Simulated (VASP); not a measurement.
Wanted: the native input for a VASP 6.6.1 run.

```yaml
Task: density of states
Functional: PBE
Potentials_or_basis: VASP PAW PBE potentials, release 64 (Zr_sv, Ti_sv)
Cutoff: 520 eV
k_mesh: 8 × 8 × 8
Occupations: gaussian, width 0.1 eV
Spin: no spin polarisation
Dipole_correction: no
k_mesh_for_the_DOS: 12 × 12 × 12
Occupations_for_the_DOS: tetrahedron
Further_INCAR_settings: ALGO = Normal; EDIFF = 1e-07; NBANDS = 38
```

The system is ZrTi4.

```
Zr Ti
1.0
     4.74142    0.00000    0.00000
     0.00000    4.74142    0.00000
     0.00000    0.00000    4.74142
Zr Ti
1 4
Direct
  0.50000 0.50000 0.50000
  0.00000 0.50000 0.50000
  0.50000 0.00000 0.50000
  0.50000 0.50000 0.00000
  0.00000 0.00000 0.00000
```

The input as run:

POSCAR

```
ZrTi4
1.0
    4.7414170961      0.0000000000      0.0000000000
    0.0000000000      4.7414170961      0.0000000000
    0.0000000000      0.0000000000      4.7414170961
Zr Ti
1 4
Direct
    0.5000000000      0.5000000000      0.5000000000
    0.0000000000      0.5000000000      0.5000000000
    0.5000000000      0.0000000000      0.5000000000
    0.5000000000      0.5000000000      0.0000000000
    0.0000000000      0.0000000000      0.0000000000
```

INCAR.step1

```
PREC = Accurate ; ENCUT = 520
EDIFF = 1E-7 ; ISMEAR = 0
SIGMA = 0.1 ; LREAL = F
LASPH = T ; NELM = 100
ALGO = Normal ; ISIF = 2
LWAVE = F ; LCHARG = T
LMAXMIX = 4 ; GGA = PE
NBANDS = 38
```

KPOINTS.step1

```
Automatic mesh
0
Gamma
  8 8 8
```

INCAR.step2

```
PREC = Accurate ; ENCUT = 520
EDIFF = 1E-7 ; ISMEAR = -5
SIGMA = 0.1 ; LREAL = F
LASPH = T ; NELM = 100
ALGO = Normal ; ISIF = 2
LWAVE = F ; LCHARG = F
LMAXMIX = 4 ; GGA = PE
LORBIT = 11 ; NBANDS = 38
NEDOS = 1001 ; ICHARG = 11
```

KPOINTS.step2

```
Automatic mesh
0
Gamma
  12 12 12
```

Potentials or basis: VASP PAW PBE potentials, release 64 (Zr_sv, Ti_sv).

Run with:

```sh
$ cat potpaw_PBE.64/Zr_sv/POTCAR potpaw_PBE.64/Ti_sv/POTCAR > POTCAR
$ cp INCAR.step1 INCAR
$ cp KPOINTS.step1 KPOINTS
$ mpirun -np 1 vasp_std > vasp.out
$ cp INCAR.step2 INCAR
$ cp KPOINTS.step2 KPOINTS
$ mpirun -np 1 vasp_std > vasp.out
```

It gave:

```
Valence electrons inside the program's atomic spheres : Zr 10.90; Ti 10.33, 9.93
```

Wall time 3 min on 1 thread of Intel(R) Xeon(R) 6975P-C (Granite Rapids), with other jobs on the host, peak memory 0.38 GiB.
